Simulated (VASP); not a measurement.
# Si (Fddd) in VASP: further runs

Si is run at these levels: PBE; tasks: single point.

Program: VASP 6.6.1. These are calculated values, not measurements. Logs are shortened: lines on timing, memory, paths and dates and some standing lists are left out, and cuts for length are marked.

## (1) The cell of the first run

The structure is orthorhombic, space group Fddd (No. 70). The conventional cell has a = 5.012 Å, b = 5.183 Å, c = 6.215 Å, α = 90.00°, β = 90.00°, γ = 90.00°. Si (site symmetry 222) has 4 Si at 2.38 Å within 3.1 Å.

## (2) Single point, PBE

File INCAR:

```
ALGO = Normal
EDIFF = 1E-6
ENCUT = 520
GGA = PE
ISIF = 2
ISMEAR = 0
LASPH = T
LCHARG = T
LELF = T
LREAL = F
LVHAR = T
LWAVE = F
NBANDS = 11
NELM = 60
PREC = Accurate
SIGMA = 0.05
```

File KPOINTS:

```
k-points
0
Gamma
  8 8 8
```

File POSCAR:

```
Si
1.0
    0.0000000000      3.1075087826      2.5912999529
    2.5058349149      0.0000000000      2.5912999529
    2.5058349149      3.1075087826      0.0000000000
Si
2
Direct
    0.5000000000      0.5000000000      0.5000000000
    0.7500000000      0.7500000000      0.7500000000
```

Potentials or basis: VASP PAW PBE potentials, release 64 (Si).

Run with:

```sh
$ cat potpaw_PBE.64/Si/POTCAR > POTCAR
$ mpirun -np 1 vasp_std > vasp.out
```

OUTCAR:

```text
EDIFF = 1E-6
   ENCUT = 520
   GGA = PE
   ISIF = 2
   ISMEAR = 0
   LASPH = T
   LREAL = F
   NELM = 60
   PREC = Accurate

 ion  position               nearest neighbor table
   1  0.500  0.500  0.500-   2 2.38   2 2.38   2 2.38   2 2.38
   2  0.750  0.750  0.750-   1 2.38   1 2.38   1 2.38   1 2.38

  LATTYP: Found a face centered orthorhombic cell.
 ALAT       =     5.0116698298
 B/A-ratio  =     1.0341064120
 C/A-ratio  =     1.2401091405

  Lattice vectors:

 A1 = (   0.0000000000,   3.1075087826,  -2.5912999529)
 A2 = (   2.5058349149,   3.1075087826,   0.0000000000)
 A3 = (   2.5058349149,   0.0000000000,  -2.5912999529)

Analysis of symmetry for initial positions (statically):
=====================================================================
 Subroutine PRICEL returns:
 Original cell was already a primitive cell.

 Routine SETGRP: Setting up the symmetry group for a
 face centered orthorhombic supercell.

 Subroutine GETGRP returns: Found  8 space group operations
 (whereof  4 operations were pure point group operations)
 out of a pool of  8 trial point group operations.

The static configuration has the point symmetry D_2 .
 The point group associated with its full space group is D_2h.

Analysis of symmetry for dynamics (positions and initial velocities):
=====================================================================
 Subroutine PRICEL returns:
 Original cell was already a primitive cell.

 Routine SETGRP: Setting up the symmetry group for a
 face centered orthorhombic supercell.

 Subroutine GETGRP returns: Found  8 space group operations
 (whereof  4 operations were pure point group operations)
 out of a pool of  8 trial point group operations.

The dynamic configuration has the point symmetry D_2 .
 The point group associated with its full space group is D_2h.

 Subroutine INISYM returns: Found  8 space group operations
 (whereof  4 operations are pure point group operations),
 and found     1 'primitive' translations

----------------------------------------------------------------------------------------

                                     Primitive cell

  volume of cell :      40.3564

  direct lattice vectors                    reciprocal lattice vectors
     0.000000000  3.107508783  2.591299953    -0.199534294  0.160900591  0.192953347
     2.505834915  0.000000000  2.591299953     0.199534294 -0.160900591  0.192953347
     2.505834915  3.107508783  0.000000000     0.199534294  0.160900591 -0.192953347

  length of vectors
     4.046164391  3.604725241  3.991969370     0.320833179  0.320833179  0.320833179

  position of ions in fractional coordinates (direct lattice)
     0.500000000  0.500000000  0.500000000
     0.750000000  0.750000000  0.750000000

  ion indices of the primitive-cell ions
   primitive index   ion index
                 1           1
                 2           2

----------------------------------------------------------------------------------------

 KPOINTS: k-points

Automatic generation of k-mesh.
 Grid dimensions read from file:
 generate k-points for:    8    8    8

 Generating k-lattice:

  Cartesian coordinates                     Fractional coordinates (reciprocal lattice)
    -0.024941787  0.020112574  0.024119168     0.125000000 -0.000000000 -0.000000000
     0.024941787 -0.020112574  0.024119168     0.000000000  0.125000000  0.000000000
     0.024941787  0.020112574 -0.024119168     0.000000000  0.000000000  0.125000000

  Length of vectors
     0.040104147  0.040104147  0.040104147

  Shift w.r.t. Gamma in fractional coordinates (k-lattice)
     0.000000000  0.000000000  0.000000000

 Subroutine IBZKPT returns following result:
 ===========================================

 Found     95 irreducible k-points:

 Following reciprocal coordinates:
            Coordinates               Weight
  0.000000  0.000000  0.000000      1.000000
  0.125000  0.000000  0.000000      8.000000
  0.250000  0.000000  0.000000      8.000000
  0.375000  0.000000  0.000000      8.000000
  0.500000  0.000000  0.000000      4.000000
  0.125000  0.125000  0.000000      2.000000
[... 16 lines left out ...]
  0.250000  0.000000  0.125000      8.000000
  0.375000  0.000000  0.125000      8.000000
 [... further k-points ...]
   k-points           NKPTS =     95   k-points in BZ     NKDIM =     95   number of bands    NBANDS=     11
   number of dos      NEDOS =    301   number of ions     NIONS =      2
   total plane-waves  NPLWV =  25200
   dimension x,y,z NGX =    30 NGY =   28 NGZ =   30
   dimension x,y,z NGXF=    60 NGYF=   56 NGZF=   60
   ions per type =               2
   NGX,Y,Z   is equivalent  to a cutoff of  12.33, 12.91, 12.49 a.u.
   NGXF,Y,Z  is equivalent  to a cutoff of  24.65, 25.83, 24.99 a.u.
 SYSTEM =  unknown system
   PREC   = accura    normal or accurate (medium, high low for compatibility)
   ISTART =      0    job   : 0-new  1-cont  2-samecut
   ICHARG =      2    charge: 1-file 2-atom 10-const
   ISPIN  =      1    spin polarized calculation?
   LNONCOLLINEAR =      F non collinear calculations
   LSORBIT =      F    spin-orbit coupling
   LASPH  =      T    aspherical Exc in radial PAW
   ENCUT  =  520.0 eV  38.22 Ry    6.18 a.u.   7.52  6.70  7.42*2*pi/ulx,y,z
   NELM   =     60;   NELMIN=  2; NELMDL= -5     # of ELM steps
   EDIFF  = 0.1E-05   stopping-criterion for ELM
   LREAL  =      F    real-space projection
   EDIFFG = 0.1E-04   stopping-criterion for IOM
   NSW    =      0    number of steps for IOM
   IBRION =     -1    ionic relax: 0-MD 1-quasi-New 2-CG
   NFREE  =      0    steps in history (QN), initial steepest desc. (CG)
   ISIF   =      2    stress and relaxation
   ISYM   =      2    0-nonsym 1-usesym 2-fastsym
   POTIM  = 0.5000    time-step for ionic-motion
   TEBEG  =    0.0;   TEEND  =   0.0 temperature during run
   PSTRESS=    0.0 pullay stress
   NELECT =       8.0000    total number of electrons
   NUPDOWN=      -1.0000    fix difference up-down
   EMIN   =  10.00;   EMAX   =-10.00  energy-range for DOS
   EFERMI =   0.00;   METHOD = LEGACY
   ISMEAR =     0;   SIGMA  =   0.05  broadening in eV -4-tet -1-fermi 0-gaus
   EFERMI_NEDOS =   21; number of points for ismear=-14 and -15
   IALGO  =     38    algorithm
   IMIX   =      4    mixing-type and parameters
     AMIX     =   0.40;   BMIX     =  1.00
     AMIX_MAG =   1.60;   BMIX_MAG =  1.00
  volume/ion in A,a.u.               =      20.18       136.17
  Fermi-wavevector in a.u.,A,eV,Ry     =   0.954554  1.803846 12.397275  0.911174
  Thomas-Fermi vector in A             =   2.083312
   LORBIT       =      0    0 simple, 1 ext, 2 COOP (PROOUT), +10 PAW based schemes
   GGA     = PE    functional components
   LHFCALC =     F    Hartree Fock is set to
   AEXX    =    0.0000 exact exchange contribution
   IVDW    =     0    specifies the selected vdW correction
   LEPSILON=     F    determine dielectric tensor
   LRPA    =     F    only Hartree local field effects (RPA)
 non-spin polarized calculation
 Gauss-broadening in eV      SIGMA  =   0.05
  energy-cutoff  :      520.00
  volume of cell :       40.36
 maximum number of plane-waves:      1103
   NGX = 15   NGY = 13   NGZ = 15

 number of electron       8.0000000 magnetization

 Free energy of the ion-electron system (eV)
  ---------------------------------------------------
  ext. energy  EPLUGINS =         0.00000000
  ---------------------------------------------------
  free energy    TOTEN  =       -10.46648050 eV

  energy without entropy =      -10.46591483  energy(sigma->0) =      -10.46619766

 E-fermi :   6.1482     XC(G=0):  -9.4354

 val. band max:        6.1079310737   @ k =  -0.1250   0.3750   0.3750
 cond. band min:       6.1925390412   @ k =   0.5000   0.0000   0.0000
 fundamental gap:      0.0846079674
 Fermi energy:         6.1482162394

 k-point     1 :       0.0000    0.0000    0.0000
  band No.  band energies     occupation
      1      -6.1186      2.00000
      2       4.6464      2.00000
      3       6.3330      0.00000
      4       6.4670      0.00000
      5       8.2022      0.00000
      6       8.2421      0.00000
      7       8.3798      0.00000
      8       8.9676      0.00000
      9      12.0311      0.00000
     10      13.7432      0.00000
     11      14.1320      0.00000

 k-point     2 :       0.1250    0.0000    0.0000
  band No.  band energies     occupation
      1      -5.9117      2.00000
      2       3.8611      2.00000
      3       5.1961      2.00000
      4       6.2006      0.13812
      5       7.8012      0.00000
      6       8.7464      0.00000
      7       9.1335      0.00000
      8       9.8496      0.00000
      9      12.1687      0.00000
     10      14.3762      0.00000
     11      14.6144      0.00000

 k-point     3 :       0.2500    0.0000    0.0000
  band No.  band energies     occupation
      1      -5.3077      2.00000
      2       1.8626      2.00000
      3       4.2786      2.00000
      4       5.9101      2.00000
      5       6.9853      0.00000
      6       9.5187      0.00000
      7       9.7156      0.00000
      8      11.3352      0.00000
      9      13.5197      0.00000
     10      13.7331      0.00000
     11      15.3090      0.00000
[... 267 lines left out ...]
 k-point    23 :       0.2500    0.0000    0.1250
  band No.  band energies     occupation
      1      -5.4849      2.00000
      2       2.0464      2.00000
      3       4.4632      2.00000
      4       5.3325      2.00000
      5       8.7998      0.00000
      6       8.9884      0.00000
      7      10.2335      0.00000
      8      10.6846      0.00000
      9      11.8503      0.00000
     10      15.1218      0.00000
     11      15.7004      0.00000

 k-point    24 :       0.3750    0.0000    0.1250
  band No.  band energies     occupation
      1      -4.6995      2.00000
      2       0.5010      2.00000
      3       3.1961      2.00000
      4       5.2074      2.00000
      5       8.2001      0.00000
      6       9.0111      0.00000
      7      10.7964      0.00000
      8      12.4770      0.00000
      9      14.0553      0.00000
     10      14.9907      0.00000
     11      15.8403      0.00000

 [... further k-points ...]

------------------------ aborting loop because EDIFF is reached ----------------------------------------

  FORCE on cell =-STRESS in cart. coord.  units (eV):
  Direction    XX          YY          ZZ          XY          YZ          ZX
  --------------------------------------------------------------------------------------
  -------------------------------------------------------------------------------------
  Total        1.8951565     -3.9210234      1.8887962      0.0000000      0.0000000      0.0000000
  in kB       75.2390255   -155.6673448     74.9865160      0.0000000      0.0000000      0.0000000
  external PRESSURE =      -1.8139344 kB  Pullay stress =       0.0000000 kB

 VOLUME and BASIS-vectors are now :
 -----------------------------------------------------------------------------
  energy-cutoff  :      520.00
  volume of cell :       40.36
      direct lattice vectors                 reciprocal lattice vectors
     0.000000000  3.107508783  2.591299953    -0.199534294  0.160900591  0.192953347
     2.505834915  0.000000000  2.591299953     0.199534294 -0.160900591  0.192953347
     2.505834915  3.107508783  0.000000000     0.199534294  0.160900591 -0.192953347

 POSITION                                       TOTAL-FORCE (eV/Angst)
 -----------------------------------------------------------------------------------
      2.50583      3.10751      2.59130         0.000000      0.000000      0.000000
      3.75875      4.66126      3.88695         0.000000     -0.000000     -0.000000
 -----------------------------------------------------------------------------------
    total drift:                                0.000000     -0.000000     -0.000000

  FREE ENERGIE OF THE ION-ELECTRON SYSTEM (eV)
  ---------------------------------------------------
  free  energy   TOTEN  =       -10.4664804953 eV

  energy  without entropy=      -10.4659148274  energy(sigma->0) =      -10.46619766
```

Wall time 52 s (1 thread of Intel Xeon 8259CL, shared host); peak memory 0.17 GiB.

Results:

- Free energy: -10.4665 eV
- Pressure: -0.2 GPa
- Band gap on the k mesh: zero (bands 4 and 5 overlap by 0.72 eV)

Stress tensor (GPa, compression positive):
```
  7.52   0.00   0.00
  0.00 -15.57   0.00
  0.00   0.00   7.50
```

Levels at points of the mesh, in eV from the Fermi level:
```tsv
k point	band 1	band 2	band 3	band 4	band 5	band 6	band 7	band 8
(0.00, 0.00, 0.00)	-12.27	-1.50	0.18	0.32	2.05	2.09	2.23	2.82
(0.50, 0.00, 0.00)	-9.90	-7.28	-2.54	-0.45	0.04	3.39	3.95	7.67
(0.50, 0.50, 0.00)	-7.80	-7.80	-3.43	-3.43	0.05	0.05	7.33	7.33
(0.50, 0.00, 0.50)	-8.90	-8.90	-2.07	-2.07	1.48	1.48	9.39	9.39
(0.00, 0.50, 0.50)	-7.62	-7.62	-3.69	-3.69	-0.21	-0.21	7.68	7.68
```

Caveat: the cell differs from its parent crystal (strain +e along x and -e along y -0.1100, strain +e along z and -e/2 along x and y -0.0525); semilocal functionals underestimate gaps, so a narrow gap can read as zero.

(Continued in part 2 of 2.)
